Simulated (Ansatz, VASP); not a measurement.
## Sn: VASP beside Ansatz

File INCAR:

```
PREC = Accurate ; ENCUT = 520
EDIFF = 1E-6 ; ISMEAR = 0
SIGMA = 0.05 ; LREAL = False
LASPH = True ; NELM = 80
ALGO = Fast ; ISIF = 2
LWAVE = False ; LCHARG = False
GGA = PE ; NBANDS = 21
```

KPOINTS

```
Automatic mesh
0
Gamma
  10 10 10
```

The input POSCAR:

```
Sn
1.0
    0.0000000000      3.2333428000      3.2333428000
    3.2333428000      0.0000000000      3.2333428000
    3.2333428000      3.2333428000      0.0000000000
Sn
2
Direct
    0.0154638723     -0.0154638723      0.0154638723
    0.2500000000      0.2500000000      0.2500000000
```

Input for Ansatz:

```yaml
crystal:
  lattice:
    - [0.0, 3.2333428, 3.2333428]
    - [3.2333428, 0.0, 3.2333428]
    - [3.2333428, 3.2333428, 0.0]
  atoms:
    - { symbol: Sn, position: [0.0154638723, -0.0154638723, 0.0154638723] }
    - { symbol: Sn, position: [0.25, 0.25, 0.25] }
basis:
  ecutwfc: 420
  fft_grid_basis: typed
kpoints:
  mp_grid: { grid: [10, 10, 10] }
hamiltonian:
  xc: pbe
scf:
  occupations: { method: gaussian, width: 0.05 }
output:
  forces: true
  stress: true
  eigenvalues: true
  bader: true
  write_density: true
  volumetric_format: npy
```

Alike in both runs: task single point; functional PBE; k mesh 10 × 10 × 10; occupations gaussian, width 0.05 eV; no spin polarisation.

```csv
,VASP,Ansatz
version,VASP 6.6.1,Ansatz 0.2.0
potentials or method,"VASP PAW PBE potentials, release 64 (Sn_d), cutoff 520 eV","scalar-relativistic, plane waves, PAW"
valence electrons in the cell,28,28
```

```tsv
	VASP	Ansatz	Ansatz less VASP
gap on the k mesh at the Fermi level (eV)	none	none	-
pressure (GPa)	3.9	4.0	+0.07
traceless stress, the component that is largest in VASP (GPa)	2.47	2.47	+0.005
rms of the force components (eV/Å)	0.468	0.469	+0.0001
```

Atom by atom the forces differ by 0.000 eV/Å (rms over components). A gap of «none» marks a metal or a gap that the smearing closes. With one functional, cell and mesh, what is left measures potentials, basis and numerics.
